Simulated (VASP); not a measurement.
A run of VASP 6.6.1:

INCAR

```
PREC     = Accurate       # precision mode
ENCUT    = 750            # plane-wave cutoff, eV
EDIFF    = 1E-6           # SCF threshold, eV
ISMEAR   = 0              # smearing method
SIGMA    = 0.01           # smearing width, eV
LREAL    = False          # projectors in reciprocal space
LASPH    = True           # aspherical terms in the spheres
NELM     = 120            # most SCF steps
ALGO     = Normal         # electronic algorithm
ISIF     = 2              # what is computed and relaxed
LWAVE    = False          # write WAVECAR
LCHARG   = False          # write CHGCAR
GGA      = PE             # functional
NBANDS   = 13             # bands
GGA_COMPAT= False
```

File KPOINTS:

```
regular mesh
0
Gamma
  4 4 4
```

The input POSCAR:

```
Li2S
1.0
    0.0000000000      2.8452955568      2.8452955568
    2.8452955568      0.0000000000      2.8452955568
    2.8452955568      2.8452955568      0.0000000000
Li S
2 1
Direct
    0.7500000000      0.7500000000      0.7500000000
    0.2500000000      0.2500000000      0.2500000000
    0.0000000000      0.0000000000      0.0000000000
```

Potentials or basis: VASP PAW PBE potentials, release 64 (Li_sv, S).

The run is started by

```bash
$ cat potpaw_PBE.64/Li_sv/POTCAR potpaw_PBE.64/S/POTCAR > POTCAR
$ mpirun -np 1 vasp_std > vasp.out
```

Hardware: 1 thread of Intel Xeon 8259CL (shared host).

Problem. Estimate the wall time of this run.

Solution. It took 18 s on 1 thread of Intel Xeon 8259CL, with other jobs on the host, peak memory 0.19 GiB. Counts: scf iterations 14, k points 8.
